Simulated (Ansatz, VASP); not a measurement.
## H in VASP and in Ansatz

Contents of INCAR:

```
ALGO = Normal
EDIFF = 1E-8
ENCUT = 520
GGA = PS
ISIF = 2
ISMEAR = -1
LASPH = T
LCHARG = F
LEFG = T
LREAL = F
LWAVE = F
NBANDS = 8
NELM = 80
PREC = Accurate
SIGMA = 0.01
```

Contents of KPOINTS:

```
k-points
0
Gamma
  12 12 12
```

File POSCAR:

```
H
1.0
   -1.6915344700      1.6915344700      2.0584739900
    1.6915344700     -1.6915344700      2.0584739900
    1.6915344700      1.6915344700     -2.0584739900
H
2
Direct
    0.9098622900      0.9098622900      0.0000000000
    0.0901377100      0.0901377100      0.0000000000
```

Input for Ansatz:

```yaml
crystal:
  lattice:
    - [-1.69153447, 1.69153447, 2.05847399]
    - [1.69153447, -1.69153447, 2.05847399]
    - [1.69153447, 1.69153447, -2.05847399]
  atoms:
    - { symbol: H, position: [0.90986229, 0.90986229, 0.0] }
    - { symbol: H, position: [0.09013771, 0.09013771, 0.0] }
kpoints:
  mp_grid: { grid: [12, 12, 12] }
  band_path:
    path:
      - [0.0, 0.0, 0.0]
      - [0.0, 0.0, 0.5]
      - [0.25, 0.25, 0.25]
      - [0.0, 0.5, 0.0]
      - [0.0, 0.0, 0.0]
      - [0.5, 0.5, -0.5]
      - [0.418814966, 0.581185034, -0.418814966]
      - [-0.418814966, 0.418814966, 0.418814966]
      - [0.0, 0.0, 0.0]
    npoints: 5
scf:
  occupations: { method: fermi_dirac, width: 0.01 }
hamiltonian:
  xc: pbesol
  pseudopotentials: { kind: paw }
output:
  forces: true
  stress: true
  eigenvalues: true
  efg: { contact_densities: true }
```

Alike in both runs: task electric field gradients; functional PBEsol; k mesh 12 × 12 × 12; occupations fermi-dirac, width 0.01 eV; no spin polarisation.

```csv
,VASP,Ansatz
version,VASP 6.6.1,Ansatz 0.2.0
potentials or method,"VASP PAW PBE potentials, release 64 (H)","PAW with Ansatz's default frozen-core files, scalar-relativistic"
plane-wave cutoff (eV),520,420
valence electrons in the cell,2,2
```

VASP gave:

```
gap on the k mesh at the Fermi level (eV)                     : 8.75
pressure (GPa)                                                : 1.0
traceless stress, the component that is largest in VASP (GPa) : 2.03
rms of the force components (eV/Å)                            : 0.349
size of Vzz on the site where it differs most (V/Å²)          : 33.8
```

What did Ansatz give for the same quantities?

gap on the k mesh at the Fermi level (eV): 8.75; pressure (GPa): 1.1; traceless stress, the component that is largest in VASP (GPa): 2.06; rms of the force components (eV/Å): 0.348; size of Vzz on the site where it differs most (V/Å²): 33.9.

VASP's potentials were made for PBE, not for PBEsol. Atom by atom the forces differ by 0.001 eV/Å (rms over components). With one functional, cell and mesh, what is left measures potentials, basis and numerics.
